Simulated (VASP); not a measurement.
# Fe (Im-3m) in VASP: a series of runs

Fe is run at these levels: LDA; tasks: single point.

All numbers are computed with VASP 6.6.1; they aren't measurements. Logs are shortened: lines on timing, memory, paths and dates and some standing lists are left out, and cuts for length are marked.

**1. The cell of the first run**

Symmetry: Im-3m, No. 229, cubic system. The conventional cell has a = 2.749 Å, b = 2.749 Å, c = 2.749 Å, α = 90.00°, β = 90.00°, γ = 90.00°. Fe (site symmetry m-3m) has 14 Fe at 2.38 to 2.75 Å within 3.1 Å.

**2. Single point, LDA, collinear spin, ferromagnetic start**

File INCAR:

```
SYSTEM = Fe
PREC     = Accurate       ! precision mode
ENCUT    = 520            ! plane-wave cutoff, eV
EDIFF    = 1E-7           ! SCF threshold, eV
ISMEAR   = 0              ! smearing method
SIGMA    = 1.0            ! smearing width, eV
LREAL    = .False.        ! projectors in reciprocal space
LASPH    = .True.         ! aspherical terms in the spheres
NELM     = 150            ! most SCF steps
ALGO     = Normal         ! electronic algorithm
ISIF     = 2              ! what is computed and relaxed
LWAVE    = .False.        ! write WAVECAR
LCHARG   = .False.        ! write CHGCAR
ISPIN    = 2              ! spin polarisation
MAGMOM   = 1.988          ! initial moments
LORBIT   = 11             ! projections on sites
LMAXMIX  = 4              ! l up to which the mixer works
GGA      = CA             ! functional
NBANDS   = 14             ! bands
```

File KPOINTS:

```
Automatic mesh
0
Gamma
  16 16 16
  0 0 0
```

File POSCAR:

```
Fe
1.0
   -1.3745984210      1.3745984210      1.3745984210
    1.3745984210     -1.3745984210      1.3745984210
    1.3745984210      1.3745984210     -1.3745984210
Fe
1
Direct
    0.0000000000      0.0000000000      0.0000000000
```

Potentials or basis: VASP PAW LDA potentials, release 64 (Fe).

Launch:

```sh
> cat potpaw_LDA.64/Fe/POTCAR > POTCAR
> mpirun -np 1 vasp_std > vasp.out
```

OUTCAR:

```text
SYSTEM = Fe
   PREC = Accurate
   ENCUT = 520
   EDIFF = 1E-7
   ISMEAR = 0
   LREAL = .False.
   LASPH = .True.
   NELM = 150
   ISIF = 2
   ISPIN = 2
   LORBIT = 11
   GGA = CA

 ion  position               nearest neighbor table
   1  0.000  0.000  0.000-

  LATTYP: Found a body centered cubic cell.
 ALAT       =     2.7491968420

  Lattice vectors:

 A1 = (  -1.3745984210,   1.3745984210,   1.3745984210)
 A2 = (   1.3745984210,  -1.3745984210,   1.3745984210)
 A3 = (   1.3745984210,   1.3745984210,  -1.3745984210)

Analysis of symmetry for initial positions (statically):
=====================================================================
 Subroutine PRICEL returns:
 Original cell was already a primitive cell.

 Routine SETGRP: Setting up the symmetry group for a
 body centered cubic supercell.

 Subroutine GETGRP returns: Found 48 space group operations
 (whereof 48 operations were pure point group operations)
 out of a pool of 48 trial point group operations.

The static configuration has the point symmetry O_h .

Analysis of symmetry for dynamics (positions and initial velocities):
=====================================================================
 Subroutine PRICEL returns:
 Original cell was already a primitive cell.

 Routine SETGRP: Setting up the symmetry group for a
 body centered cubic supercell.

 Subroutine GETGRP returns: Found 48 space group operations
 (whereof 48 operations were pure point group operations)
 out of a pool of 48 trial point group operations.

The dynamic configuration has the point symmetry O_h .

Analysis of structural, dynamic, and magnetic symmetry:
=====================================================================
 Subroutine PRICEL returns:
 Original cell was already a primitive cell.

 Routine SETGRP: Setting up the symmetry group for a
 body centered cubic supercell.

 Subroutine GETGRP returns: Found 48 space group operations
 (whereof 48 operations were pure point group operations)
 out of a pool of 48 trial point group operations.

The overall configuration has the point symmetry O_h .

 Subroutine INISYM returns: Found 48 space group operations
 (whereof 48 operations are pure point group operations),
 and found     1 'primitive' translations

----------------------------------------------------------------------------------------

                                     Primitive cell

  volume of cell :      10.3893

  direct lattice vectors                    reciprocal lattice vectors
    -1.374598421  1.374598421  1.374598421     0.000000000  0.363742597  0.363742597
     1.374598421 -1.374598421  1.374598421     0.363742597  0.000000000  0.363742597
     1.374598421  1.374598421 -1.374598421     0.363742597  0.363742597  0.000000000

  length of vectors
     2.380874305  2.380874305  2.380874305     0.514409714  0.514409714  0.514409714

  position of ions in fractional coordinates (direct lattice)
     0.000000000  0.000000000  0.000000000

  ion indices of the primitive-cell ions
   primitive index   ion index
                 1           1

----------------------------------------------------------------------------------------

 KPOINTS: Automatic mesh

Automatic generation of k-mesh.
 Grid dimensions read from file:
 generate k-points for:   16   16   16

 Generating k-lattice:

  Cartesian coordinates                     Fractional coordinates (reciprocal lattice)
     0.000000000  0.022733912  0.022733912     0.062500000  0.000000000  0.000000000
     0.022733912  0.000000000  0.022733912     0.000000000  0.062500000  0.000000000
     0.022733912  0.022733912  0.000000000     0.000000000  0.000000000  0.062500000

  Length of vectors
     0.032150607  0.032150607  0.032150607

  Shift w.r.t. Gamma in fractional coordinates (k-lattice)
     0.000000000  0.000000000  0.000000000

 Subroutine IBZKPT returns following result:
 ===========================================

 Found    145 irreducible k-points:

 Following reciprocal coordinates:
            Coordinates               Weight
  0.000000  0.000000  0.000000      1.000000
  0.062500  0.000000  0.000000     12.000000
  0.125000  0.000000  0.000000     12.000000
  0.187500  0.000000  0.000000     12.000000
  0.250000  0.000000  0.000000     12.000000
  0.312500  0.000000  0.000000     12.000000
[... 16 lines left out ...]
  0.187500  0.187500  0.000000     24.000000
  0.250000  0.187500  0.000000     48.000000
 [... further k-points ...]
   k-points           NKPTS =    145   k-points in BZ     NKDIM =    145   number of bands    NBANDS=     14
   number of dos      NEDOS =    301   number of ions     NIONS =      1
   total plane-waves  NPLWV =   5832
   dimension x,y,z NGX =    18 NGY =   18 NGZ =   18
   dimension x,y,z NGXF=    36 NGYF=   36 NGZF=   36
   ions per type =               1
   NGX,Y,Z   is equivalent  to a cutoff of  12.57, 12.57, 12.57 a.u.
   NGXF,Y,Z  is equivalent  to a cutoff of  25.14, 25.14, 25.14 a.u.
 SYSTEM =  Fe
   PREC   = accura    normal or accurate (medium, high low for compatibility)
   ISTART =      0    job   : 0-new  1-cont  2-samecut
   ICHARG =      2    charge: 1-file 2-atom 10-const
   ISPIN  =      2    spin polarized calculation?
   LNONCOLLINEAR =      F non collinear calculations
   LSORBIT =      F    spin-orbit coupling
   LASPH  =      T    aspherical Exc in radial PAW
   ENCUT  =  520.0 eV  38.22 Ry    6.18 a.u.   4.43  4.43  4.43*2*pi/ulx,y,z
   NELM   =    150;   NELMIN=  2; NELMDL= -5     # of ELM steps
   EDIFF  = 0.1E-06   stopping-criterion for ELM
   LREAL  =      F    real-space projection
   EDIFFG = 0.1E-05   stopping-criterion for IOM
   NSW    =      0    number of steps for IOM
   IBRION =     -1    ionic relax: 0-MD 1-quasi-New 2-CG
   NFREE  =      0    steps in history (QN), initial steepest desc. (CG)
   ISIF   =      2    stress and relaxation
   ISYM   =      2    0-nonsym 1-usesym 2-fastsym
   POTIM  = 0.5000    time-step for ionic-motion
   TEBEG  =    0.0;   TEEND  =   0.0 temperature during run
   PSTRESS=    0.0 pullay stress
   NELECT =       8.0000    total number of electrons
   NUPDOWN=      -1.0000    fix difference up-down
   EMIN   =  10.00;   EMAX   =-10.00  energy-range for DOS
   EFERMI =   0.00;   METHOD = LEGACY
   ISMEAR =     0;   SIGMA  =   1.00  broadening in eV -4-tet -1-fermi 0-gaus
   EFERMI_NEDOS =   21; number of points for ismear=-14 and -15
   IALGO  =     38    algorithm
   IMIX   =      4    mixing-type and parameters
     AMIX     =   0.40;   BMIX     =  1.00
     AMIX_MAG =   1.60;   BMIX_MAG =  1.00
  volume/ion in A,a.u.               =      10.39        70.11
  Fermi-wavevector in a.u.,A,eV,Ry     =   1.500522  2.835575 30.634413  2.251566
  Thomas-Fermi vector in A             =   2.612011
   LORBIT       =     11    0 simple, 1 ext, 2 COOP (PROOUT), +10 PAW based schemes
   GGA     = CA    functional components
   LHFCALC =     F    Hartree Fock is set to
   AEXX    =    0.0000 exact exchange contribution
   IVDW    =     0    specifies the selected vdW correction
   LEPSILON=     F    determine dielectric tensor
   LRPA    =     F    only Hartree local field effects (RPA)
 spin polarized calculation
 Gauss-broadening in eV      SIGMA  =   1.00
  energy-cutoff  :      520.00
  volume of cell :       10.39
 maximum number of plane-waves:       321
 NGX is ok and might be reduce to    18
   NGX =  9   NGY =  9   NGZ =  9

 number of electron       7.9999992 magnetization       0.7356350

 Free energy of the ion-electron system (eV)
  ---------------------------------------------------
  ext. energy  EPLUGINS =         0.00000000
  ---------------------------------------------------
  free energy    TOTEN  =        -9.59490614 eV

  energy without entropy =       -8.60581645  energy(sigma->0) =       -9.10036129

 E-fermi :   6.7317     XC(G=0): -13.9514

 val. band max:        6.7305208408   @ k =  -0.2500   0.3750   0.1250
 cond. band min:       6.7359722277   @ k =   0.2500   0.2500   0.0000
 fundamental gap:      0.0054513869
 Fermi energy:         6.7316586681

 spin component 1

 k-point     1 :       0.0000    0.0000    0.0000
  band No.  band energies     occupation
      1      -2.2748      1.00000
      2       4.6487      0.99839
      3       4.6487      0.99839
      4       4.6487      0.99839
      5       6.3272      0.71635
      6       6.3272      0.71635
      7      32.4664      0.00000
      8      32.4664      0.00000
      9      32.4664      0.00000
     10      38.2861      0.00000
     11      38.2861      0.00000
     12      41.0610      0.00000
     13      41.0610      0.00000
     14      41.0610      0.00000
[... 375 lines left out ...]
 k-point    24 :       0.2500    0.1875    0.0000
  band No.  band energies     occupation
      1       2.0680      1.00000
      2       3.5695      1.00000
      3       4.0960      0.99990
      4       6.0768      0.82281
      5       6.6844      0.52665
      6       8.4039      0.00902
      7      19.9411      0.00000
      8      22.0751      0.00000
      9      28.3628      0.00000
     10      33.8639      0.00000
     11      38.1250      0.00000
     12      42.5017      0.00000
     13      46.3987      0.00000
     14      49.0297      0.00000

 [... further k-points ...]

 spin component 2

 k-point     1 :       0.0000    0.0000    0.0000
  band No.  band energies     occupation
      1      -2.1354      1.00000
      2       5.2421      0.98242
      3       5.2421      0.98242
      4       5.2421      0.98242
      5       7.1220      0.29048
      6       7.1220      0.29048
      7      32.5308      0.00000
      8      32.5308      0.00000
      9      32.5308      0.00000
     10      38.4661      0.00000
     11      38.4661      0.00000
     12      41.3508      0.00000
     13      41.3508      0.00000
     14      41.3508      0.00000
[... 375 lines left out ...]
 k-point    24 :       0.2500    0.1875    0.0000
  band No.  band energies     occupation
      1       2.3747      1.00000
      2       4.1062      0.99990
      3       4.5752      0.99885
      4       6.8084      0.45676
      5       7.4642      0.15009
      6       8.9909      0.00070
      7      20.2689      0.00000
      8      22.3427      0.00000
      9      28.5832      0.00000
     10      34.0317      0.00000
     11      38.3193      0.00000
     12      42.7105      0.00000
     13      46.5942      0.00000
     14      49.2875      0.00000

 [... further k-points ...]
[... 5 lines left out ...]
  --------------------------------------------------------------------------------------
  -------------------------------------------------------------------------------------
  Total       -0.3513020     -0.3513020     -0.3513020      0.0000000      0.0000000      0.0000000
  in kB      -54.1755980    -54.1755980    -54.1755980      0.0000000      0.0000000      0.0000000
  external PRESSURE =     -54.1755980 kB  Pullay stress =       0.0000000 kB

 VOLUME and BASIS-vectors are now :
 -----------------------------------------------------------------------------
  energy-cutoff  :      520.00
  volume of cell :       10.39
      direct lattice vectors                 reciprocal lattice vectors
    -1.374598421  1.374598421  1.374598421     0.000000000  0.363742597  0.363742597
     1.374598421 -1.374598421  1.374598421     0.363742597  0.000000000  0.363742597
     1.374598421  1.374598421 -1.374598421     0.363742597  0.363742597  0.000000000

 POSITION                                       TOTAL-FORCE (eV/Angst)
 -----------------------------------------------------------------------------------
      0.00000      0.00000      0.00000        -0.000000     -0.000000     -0.000000
 -----------------------------------------------------------------------------------
    total drift:                                0.000000      0.000000      0.000000

  FREE ENERGIE OF THE ION-ELECTRON SYSTEM (eV)
  ---------------------------------------------------
  free  energy   TOTEN  =        -9.5949061373 eV

  energy  without entropy=       -8.6058164503  energy(sigma->0) =       -9.10036129

 total charge

# of ion       s       p       d       tot
------------------------------------------
    1        0.524   0.609   6.343   7.476

 magnetization (x)

# of ion       s       p       d       tot
------------------------------------------
    1       -0.003  -0.011   0.738   0.723
```

Run time: 41 s. Hardware: 1 thread of Intel Xeon Platinum 8259CL at 2.50GHz (Skylake/Cascade Lake), shared host; peak memory 0.14 GiB.

Results:

```
Free energy                                           : -9.5949 eV
Pressure                                              : -5.4 GPa
Net moment                                            : 0.74 μB per cell
Site moments                                          : Fe +0.72 μB
Valence electrons inside the program's atomic spheres : Fe 7.48
```

**3. Single point, LDA, collinear spin, ferromagnetic start**

File INCAR:

```
SYSTEM = Fe
PREC = Accurate ; ENCUT = 520
EDIFF = 1E-6 ; ISMEAR = 1
SIGMA = 0.01 ; LREAL = .False.
LASPH = .True. ; NELM = 150
ALGO = Normal ; ISIF = 2
LWAVE = .False. ; LCHARG = .True.
ISPIN = 2 ; MAGMOM = 1.988
LORBIT = 11 ; LMAXMIX = 4
LELF = .True. ; LVHAR = .True.
NBANDS = 14
```

KPOINTS is that of step 2.

POSCAR is that of step 2.

Potentials or basis: VASP PAW LDA potentials, release 64 (Fe).

Launch:

```sh
> cat potpaw_LDA.64/Fe/POTCAR > POTCAR
> mpirun -np 1 vasp_std > vasp.out
```

It took 32 s on 1 thread of Intel Xeon Platinum 8259CL at 2.50GHz (Skylake/Cascade Lake), shared host; peak memory 0.14 GiB.

Results (log left out):

| Item | Value |
| --- | --- |
| Free energy | -9.2244 eV |
| Pressure | -0.9 GPa |
| Net moment | 1.95 μB per cell |
| Site moments | Fe +1.91 μB |
| Valence electrons inside the program's atomic spheres | Fe 7.48 |

Levels at points of the mesh, in eV from the Fermi level:
Spin up:
```csv
k point,band 1,band 2,band 3,band 4,band 5,band 6,band 7,band 8,band 9,band 10
"(0.00, 0.00, 0.00)",-9.15,-2.54,-2.54,-2.54,-0.99,-0.99,25.64,25.64,25.64,31.39
"(0.50, 0.00, 0.00)",-5.52,-3.81,-0.95,-0.76,0.31,0.59,8.12,18.91,21.41,24.66
"(0.50, 0.50, 0.50)",-5.42,-5.42,0.28,0.28,0.28,10.36,10.36,10.36,16.55,16.55
```
Spin down:
```tsv
k point	band 1	band 2	band 3	band 4	band 5	band 6
(0.00, 0.00, 0.00)	-8.77	-0.97	-0.97	-0.97	1.11	1.11
(0.50, 0.00, 0.00)	-4.41	-2.39	0.70	1.02	1.39	2.41
(0.50, 0.50, 0.50)	-3.99	-3.99	2.07	2.07	2.07	10.81
```

**4. Single point, LDA, collinear spin, ferromagnetic start**

File INCAR:

```
SYSTEM = Fe
PREC     = Accurate       ! precision mode
ENCUT    = 520            ! plane-wave cutoff, eV
EDIFF    = 1E-7           ! SCF threshold, eV
ISMEAR   = 1              ! smearing method
SIGMA    = 0.03           ! smearing width, eV
LREAL    = .False.        ! projectors in reciprocal space
LASPH    = .True.         ! aspherical terms in the spheres
NELM     = 150            ! most SCF steps
ALGO     = Normal         ! electronic algorithm
ISIF     = 2              ! what is computed and relaxed
LWAVE    = .False.        ! write WAVECAR
LCHARG   = .False.        ! write CHGCAR
ISPIN    = 2              ! spin polarisation
MAGMOM   = 1.988          ! initial moments
LORBIT   = 11             ! projections on sites
LMAXMIX  = 4              ! l up to which the mixer works
GGA      = CA             ! functional
NBANDS   = 14             ! bands
```

File KPOINTS:

```
regular mesh
0
Gamma
  16 16 16
  0 0 0
```

POSCAR is that of step 3.

Potentials or basis: VASP PAW LDA potentials, release 64 (Fe).

Launch:

```sh
> cat potpaw_LDA.64/Fe/POTCAR > POTCAR
> mpirun -np 1 vasp_std > vasp.out
```

OUTCAR:

```text
SYSTEM = Fe
   PREC = Accurate
   ENCUT = 520
   EDIFF = 1E-7
   ISMEAR = 1
   LREAL = .False.
   LASPH = .True.
   NELM = 150
   ISIF = 2
   ISPIN = 2
   LORBIT = 11
   GGA = CA

 ion  position               nearest neighbor table
   1  0.000  0.000  0.000-

  LATTYP: Found a body centered cubic cell.
 ALAT       =     2.7491968420

  Lattice vectors:

 A1 = (  -1.3745984210,   1.3745984210,   1.3745984210)
 A2 = (   1.3745984210,  -1.3745984210,   1.3745984210)
 A3 = (   1.3745984210,   1.3745984210,  -1.3745984210)
[... 1024 lines left out ...]
  -------------------------------------------------------------------------------------
  Total       -0.0634269     -0.0634269     -0.0634269      0.0000000     -0.0000000      0.0000000
  in kB       -9.7812990     -9.7812990     -9.7812990      0.0000000     -0.0000000      0.0000000
  external PRESSURE =      -9.7812990 kB  Pullay stress =       0.0000000 kB

 VOLUME and BASIS-vectors are now :
 -----------------------------------------------------------------------------
  energy-cutoff  :      520.00
  volume of cell :       10.39
      direct lattice vectors                 reciprocal lattice vectors
    -1.374598421  1.374598421  1.374598421     0.000000000  0.363742597  0.363742597
     1.374598421 -1.374598421  1.374598421     0.363742597  0.000000000  0.363742597
     1.374598421  1.374598421 -1.374598421     0.363742597  0.363742597  0.000000000

 POSITION                                       TOTAL-FORCE (eV/Angst)
 -----------------------------------------------------------------------------------
      0.00000      0.00000      0.00000        -0.000000     -0.000000      0.000000
 -----------------------------------------------------------------------------------
    total drift:                                0.000000      0.000000      0.000000

  FREE ENERGIE OF THE ION-ELECTRON SYSTEM (eV)
  ---------------------------------------------------
  free  energy   TOTEN  =        -9.2243489273 eV

  energy  without entropy=       -9.2244017776  energy(sigma->0) =       -9.22436654

 total charge

# of ion       s       p       d       tot
------------------------------------------
    1        0.528   0.617   6.334   7.479

 magnetization (x)

# of ion       s       p       d       tot
------------------------------------------
    1       -0.008  -0.029   1.943   1.906
```

Run time: 34 s. Hardware: 1 thread of Intel Xeon Platinum 8259CL at 2.50GHz (Skylake/Cascade Lake), shared host; peak memory 0.14 GiB.

What came out:

```
Free energy                                           : -9.2243 eV
Pressure                                              : -1.0 GPa
Net moment                                            : 1.94 μB per cell
Site moments                                          : Fe +1.91 μB
Valence electrons inside the program's atomic spheres : Fe 7.48
```

(Part 1 of 2 ends here.)
